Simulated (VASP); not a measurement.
# Hf3Si2O (P-6m2) in VASP: relaxation of cell and atoms with PBE

Aim: the relaxation of cell and atoms of Hf3Si2O with PBE.

All numbers are computed with VASP 6.6.1; they aren't measurements. Logs are shortened: lines on timing, memory, paths and dates and some standing lists are left out, and cuts for length are marked.

## (1) The cell of the first run

It takes space group P-6m2 (No. 187, hexagonal). The conventional cell has a = 4.510 Å, b = 4.510 Å, c = 5.669 Å, α = 90.00°, β = 90.00°, γ = 120.00°. Hf (site symmetry -6m2) has 3 Hf at 2.60 Å and 2 O at 2.83 Å and 6 Si at 2.89 Å within 3.4 Å. Within 3.4 Å of Hf (site symmetry -6m2) lie 3 O at 2.60 Å and 2 Hf at 2.83 Å and 6 Si at 3.04 Å. Within 3.4 Å of Hf (site symmetry -6m2) lie 5 Hf at 2.60 to 2.83 Å and 6 Si at 2.89 Å. Within 3.3 Å of Si (site symmetry 3m) lie 2 Si at 2.53 to 3.14 Å and 9 Hf at 2.89 to 3.04 Å and 3 O at 3.04 Å. Within 3.4 Å of O (site symmetry -6m2) lie 5 Hf at 2.60 to 2.83 Å and 6 Si at 3.04 Å.

## (2) Relaxation of cell and atoms, PBE

Input file INCAR:

```
  PREC = Accurate
  ENCUT = 600
  EDIFF = 1E-6
  ISMEAR = 0
  SIGMA = 0.1
  LREAL = False
  LASPH = True
  NELM = 60
  ALGO = Normal
  ISIF = 3
  LWAVE = False
  LCHARG = False
  GGA = PE
  IBRION = 2
  NSW = 100
  EDIFFG = -0.01
```

Input file KPOINTS:

```
Automatic mesh
0
Gamma
  12 12 8
```

Input file POSCAR:

```
Hf3Si2O
1.0
    4.5097587591      0.0000000000      0.0000000000
   -2.2548793796      3.9055656503      0.0000000000
    0.0000000000      0.0000000000      5.6685987429
Hf Si O
3 2 1
Direct
    0.6666666667      0.3333333333      0.5000000000
    0.0000000000      0.0000000000      0.0000000000
    0.0000000000      0.0000000000      0.5000000000
    0.3333333333      0.6666666667      0.2770720955
    0.3333333333      0.6666666667      0.7229279045
    0.6666666667      0.3333333333      0.0000000000
```

Potentials or basis: VASP PAW PBE potentials, release 64 (Hf_pv, Si, O).

The run is started by

```console
$ cat potpaw_PBE.64/Hf_pv/POTCAR potpaw_PBE.64/Si/POTCAR potpaw_PBE.64/O/POTCAR > POTCAR
$ mpirun -np 1 vasp_std > vasp.out
```

OUTCAR:

```text
PREC = Accurate
   ENCUT = 600
   EDIFF = 1E-6
   ISMEAR = 0
   LREAL = False
   LASPH = True
   NELM = 60
   ISIF = 3
   GGA = PE
   IBRION = 2
   NSW = 100
   EDIFFG = -0.01

 ion  position               nearest neighbor table
   1  0.667  0.333  0.500-   3 2.60   3 2.60   3 2.60   6 2.83   6 2.83   5 2.89   4 2.89   5 2.89
                             4 2.89   5 2.89   4 2.89   2 3.85   2 3.85   2 3.85   2 3.85   2 3.85
   2  0.000  0.000  0.000-   6 2.60   6 2.60   6 2.60   3 2.83   3 2.83   5 3.04   4 3.04   4 3.04
                             5 3.04   4 3.04   5 3.04   1 3.85   1 3.85   1 3.85   1 3.85   1 3.85
   3  0.000  0.000  0.500-   1 2.60   1 2.60   1 2.60   2 2.83   2 2.83   4 2.89   5 2.89   4 2.89
                             5 2.89   4 2.89   5 2.89
   4  0.333  0.667  0.277-   5 2.53   1 2.89   1 2.89   3 2.89   3 2.89   3 2.89   1 2.89   2 3.04
                             2 3.04   2 3.04   5 3.14
   5  0.333  0.667  0.723-   4 2.53   1 2.89   1 2.89   3 2.89   3 2.89   3 2.89   1 2.89   2 3.04
                             2 3.04   2 3.04   4 3.14
   6  0.667  0.333  0.000-   2 2.60   2 2.60   2 2.60   1 2.83   1 2.83

  LATTYP: Found a hexagonal cell.
 ALAT       =     4.5097587591
 C/A-ratio  =     1.2569627436

  Lattice vectors:

 A1 = (   4.5097587591,   0.0000000000,   0.0000000000)
 A2 = (  -2.2548793796,   3.9055656503,   0.0000000000)
 A3 = (   0.0000000000,   0.0000000000,   5.6685987429)

Analysis of symmetry for initial positions (statically):
=====================================================================
 Subroutine PRICEL returns:
 Original cell was already a primitive cell.

 Routine SETGRP: Setting up the symmetry group for a
 hexagonal supercell.

 Subroutine GETGRP returns: Found 12 space group operations
 (whereof 12 operations were pure point group operations)
 out of a pool of 24 trial point group operations.

The static configuration has the point symmetry D_3h.

Analysis of symmetry for dynamics (positions and initial velocities):
=====================================================================
 Subroutine PRICEL returns:
 Original cell was already a primitive cell.

 Routine SETGRP: Setting up the symmetry group for a
 hexagonal supercell.

 Subroutine GETGRP returns: Found 12 space group operations
 (whereof 12 operations were pure point group operations)
 out of a pool of 24 trial point group operations.

The dynamic configuration has the point symmetry D_3h.

 Subroutine INISYM returns: Found 12 space group operations
 (whereof 12 operations are pure point group operations),
 and found     1 'primitive' translations

----------------------------------------------------------------------------------------

                                     Primitive cell

  volume of cell :      99.8419

  direct lattice vectors                    reciprocal lattice vectors
     4.509758759  0.000000000  0.000000000     0.221741351  0.128022429  0.000000000
    -2.254879380  3.905565650  0.000000000     0.000000000  0.256044857  0.000000000
     0.000000000  0.000000000  5.668598743     0.000000000  0.000000000  0.176410440

  length of vectors
     4.509758759  4.509758759  5.668598743     0.256044857  0.256044857  0.176410440

  position of ions in fractional coordinates (direct lattice)
     0.666666667  0.333333333  0.500000000
     0.000000000  0.000000000  0.000000000
     0.000000000  0.000000000  0.500000000
     0.333333333  0.666666667  0.277072096
     0.333333333  0.666666667  0.722927904
     0.666666667  0.333333333  0.000000000

  ion indices of the primitive-cell ions
   primitive index   ion index
                 1           1
                 2           2
                 3           3
                 4           4
                 5           5
                 6           6

----------------------------------------------------------------------------------------

 KPOINTS: Automatic mesh

Automatic generation of k-mesh.
 Grid dimensions read from file:
 generate k-points for:   12   12    8

 Generating k-lattice:

  Cartesian coordinates                     Fractional coordinates (reciprocal lattice)
     0.018478446  0.010668536  0.000000000     0.083333333 -0.000000000  0.000000000
     0.000000000  0.021337071  0.000000000     0.000000000  0.083333333  0.000000000
     0.000000000  0.000000000  0.022051305     0.000000000  0.000000000  0.125000000

  Length of vectors
     0.021337071  0.021337071  0.022051305

  Shift w.r.t. Gamma in fractional coordinates (k-lattice)
     0.000000000  0.000000000  0.000000000

 Subroutine IBZKPT returns following result:
 ===========================================

 Found     95 irreducible k-points:

 Following reciprocal coordinates:
            Coordinates               Weight
  0.000000  0.000000  0.000000      1.000000
  0.083333  0.000000  0.000000      6.000000
  0.166667  0.000000  0.000000      6.000000
  0.250000  0.000000  0.000000      6.000000
  0.333333  0.000000  0.000000      6.000000
  0.416667  0.000000  0.000000      6.000000
[... 16 lines left out ...]
  0.250000  0.000000  0.125000     12.000000
  0.333333  0.000000  0.125000     12.000000
 [... further k-points ...]
   k-points           NKPTS =     95   k-points in BZ     NKDIM =     95   number of bands    NBANDS=     26
   number of dos      NEDOS =    301   number of ions     NIONS =      6
   total plane-waves  NPLWV =  62208
   dimension x,y,z NGX =    36 NGY =   36 NGZ =   48
   dimension x,y,z NGXF=    72 NGYF=   72 NGZF=   96
   ions per type =               3   2   1
   NGX,Y,Z   is equivalent  to a cutoff of  13.27, 13.27, 14.08 a.u.
   NGXF,Y,Z  is equivalent  to a cutoff of  26.54, 26.54, 28.15 a.u.
 SYSTEM =  unknown system
   PREC   = accura    normal or accurate (medium, high low for compatibility)
   ISTART =      0    job   : 0-new  1-cont  2-samecut
   ICHARG =      2    charge: 1-file 2-atom 10-const
   ISPIN  =      1    spin polarized calculation?
   LNONCOLLINEAR =      F non collinear calculations
   LSORBIT =      F    spin-orbit coupling
   LASPH  =      T    aspherical Exc in radial PAW
   ENCUT  =  600.0 eV  44.10 Ry    6.64 a.u.   9.01  9.01 11.32*2*pi/ulx,y,z
   NELM   =     60;   NELMIN=  2; NELMDL= -5     # of ELM steps
   EDIFF  = 0.1E-05   stopping-criterion for ELM
   LREAL  =      F    real-space projection
   EDIFFG = -.1E-01   stopping-criterion for IOM
   NSW    =    100    number of steps for IOM
   IBRION =      2    ionic relax: 0-MD 1-quasi-New 2-CG
   NFREE  =      1    steps in history (QN), initial steepest desc. (CG)
   ISIF   =      3    stress and relaxation
   ISYM   =      2    0-nonsym 1-usesym 2-fastsym
   POTIM  = 0.5000    time-step for ionic-motion
   TEBEG  =    0.0;   TEEND  =   0.0 temperature during run
   PSTRESS=    0.0 pullay stress
   NELECT =      44.0000    total number of electrons
   NUPDOWN=      -1.0000    fix difference up-down
   EMIN   =  10.00;   EMAX   =-10.00  energy-range for DOS
   EFERMI =   0.00;   METHOD = LEGACY
   ISMEAR =     0;   SIGMA  =   0.10  broadening in eV -4-tet -1-fermi 0-gaus
   EFERMI_NEDOS =   21; number of points for ismear=-14 and -15
   IALGO  =     38    algorithm
   IMIX   =      4    mixing-type and parameters
     AMIX     =   0.40;   BMIX     =  1.00
     AMIX_MAG =   1.60;   BMIX_MAG =  1.00
  volume/ion in A,a.u.               =      16.64       112.29
  Fermi-wavevector in a.u.,A,eV,Ry     =   1.245818  2.354255 21.117105  1.552063
  Thomas-Fermi vector in A             =   2.380024
   LORBIT       =      0    0 simple, 1 ext, 2 COOP (PROOUT), +10 PAW based schemes
   GGA     = PE    functional components
   LHFCALC =     F    Hartree Fock is set to
   AEXX    =    0.0000 exact exchange contribution
   IVDW    =     0    specifies the selected vdW correction
   LEPSILON=     F    determine dielectric tensor
   LRPA    =     F    only Hartree local field effects (RPA)
 conjugate gradient relaxation of ions
 non-spin polarized calculation
 Gauss-broadening in eV      SIGMA  =   0.10
  energy-cutoff  :      600.00
  volume of cell :       99.84
 maximum number of plane-waves:      3369
 NGX is ok and might be reduce to    36
   NGX = 17   NGY = 17   NGZ = 23

--------------------------------------- Ionic step        1  -------------------------------------------

 number of electron      44.0000003 magnetization

 Free energy of the ion-electron system (eV)
  ---------------------------------------------------
  ext. energy  EPLUGINS =         0.00000000
  ---------------------------------------------------
  free energy    TOTEN  =       -47.04534395 eV

  energy without entropy =      -47.02324517  energy(sigma->0) =      -47.03429456

------------------------ aborting loop because EDIFF is reached ----------------------------------------

  FORCE on cell =-STRESS in cart. coord.  units (eV):
  Direction    XX          YY          ZZ          XY          YZ          ZX
  --------------------------------------------------------------------------------------
  -------------------------------------------------------------------------------------
  Total       -0.6124571     -0.6124571      0.1784172      0.0000000      0.0000000      0.0000000
  in kB       -9.8281838     -9.8281838      2.8630854      0.0000000      0.0000000      0.0000000
  external PRESSURE =      -5.5977607 kB  Pullay stress =       0.0000000 kB
[... 225 lines left out ...]
  energy  without entropy=      -47.0278834040  energy(sigma->0) =      -47.03874818

--------------------------------------- Ionic step        7  -------------------------------------------

 number of electron      44.0000000 magnetization

 Free energy of the ion-electron system (eV)
  ---------------------------------------------------
  ext. energy  EPLUGINS =         0.00000000
  ---------------------------------------------------
  free energy    TOTEN  =       -47.04965285 eV

  energy without entropy =      -47.02794821  energy(sigma->0) =      -47.03880053

 E-fermi :   6.5293     XC(G=0): -11.4182

 val. band max:        6.5257076092   @ k =   0.1667   0.1667   0.1250
 cond. band min:       6.5294050982   @ k =   0.2500   0.0833   0.3750
 fundamental gap:      0.0036974891
 Fermi energy:         6.5292696255

 k-point     1 :       0.0000    0.0000    0.0000
  band No.  band energies     occupation
      1     -25.1134      2.00000
      2     -25.0766      2.00000
      3     -25.0766      2.00000
      4     -24.8237      2.00000
      5     -24.8237      2.00000
      6     -24.3162      2.00000
[... 685 lines left out ...]
     25       8.2563      0.00000
     26       8.7698      0.00000

 [... further k-points ...]
[... 5 lines left out ...]
  --------------------------------------------------------------------------------------
  -------------------------------------------------------------------------------------
  Total       -0.0034231     -0.0034231     -0.0011228      0.0000000      0.0000000     -0.0000000
  in kB       -0.0552308     -0.0552308     -0.0181153      0.0000000      0.0000000     -0.0000000
  external PRESSURE =      -0.0428590 kB  Pullay stress =       0.0000000 kB
[... 21 lines left out ...]
  FREE ENERGIE OF THE ION-ELECTRON SYSTEM (eV)
  ---------------------------------------------------
  free  energy   TOTEN  =       -47.0496528519 eV

  energy  without entropy=      -47.0279482052  energy(sigma->0) =      -47.03880053

 reached required accuracy - stopping structural energy minimisation
```

Run time: 24 min. Hardware: 1 thread of Oxide Virtual Turin-like, shared host; peak memory 0.41 GiB.

Results:

```yaml
Free_energy: -47.0497 eV
Relaxed_volume: 16.55 Å³/atom
Relaxed_cell: a = 4.491 Å, b = 4.491 Å, c = 5.684 Å, α = 90.00°, β = 90.00°, γ = 120.00°
Space_group_after_relaxing_to_0.05_Å: P-6m2 (No. 187)
Energy_gained_by_relaxing: 0.7 meV/atom
Ionic_steps: 7
Pressure_after_relaxing: 0.0 GPa
Band_gap_on_the_k_mesh: zero (band 22 reaches 7.06 eV, above the bottom of band 23 at 5.97 eV)
```

Step by step:
```csv
step,energy change (eV),largest force (eV/Å),pressure (GPa),volume (Å³)
1,0.0000,0.1278,-0.56,99.84
2,-0.0035,0.0688,0.44,99.00
3,-0.0035,0.0746,0.35,99.09
4,-0.0042,0.0002,-0.08,99.39
5,-0.0042,0.0134,-0.01,99.33
6,-0.0043,0.0101,0.00,99.33
7,-0.0043,0.0014,0.00,99.30
```

Final structure:
```xyz
6
Lattice="4.4913 0.0000 0.0000 -2.2457 3.8896 0.0000 0.0000 0.0000 5.6842" Properties=species:S:1:pos:R:3 pbc="T T T"
Hf    2.2457    1.2965    2.8421
Hf    0.0000    0.0000    0.0000
Hf    0.0000    0.0000    2.8421
Si    0.0000    2.5931    1.5629
Si    0.0000    2.5931    4.1213
O     2.2457    1.2965    0.0000
```

Levels at points of the mesh, in eV from the Fermi level:
```tsv
k point	band 18	band 19	band 20	band 21	band 22	band 23	band 24	band 25	band 26
(0.00, 0.00, 0.00)	-2.15	-2.09	-2.06	-2.06	-0.56	-0.56	1.64	1.64	1.93
(0.50, 0.00, 0.00)	-2.47	-2.29	-2.14	-0.96	-0.68	0.51	1.06	2.02	2.35
(0.00, 0.00, 0.50)	-1.19	-1.19	-0.58	-0.41	-0.02	-0.02	0.33	0.33	1.48
(0.50, 0.00, 0.50)	-2.00	-1.88	-1.76	-0.87	-0.50	-0.45	0.79	1.39	1.89
```

Caveat: spin-orbit coupling is left out, which moves the levels of the heavy elements.
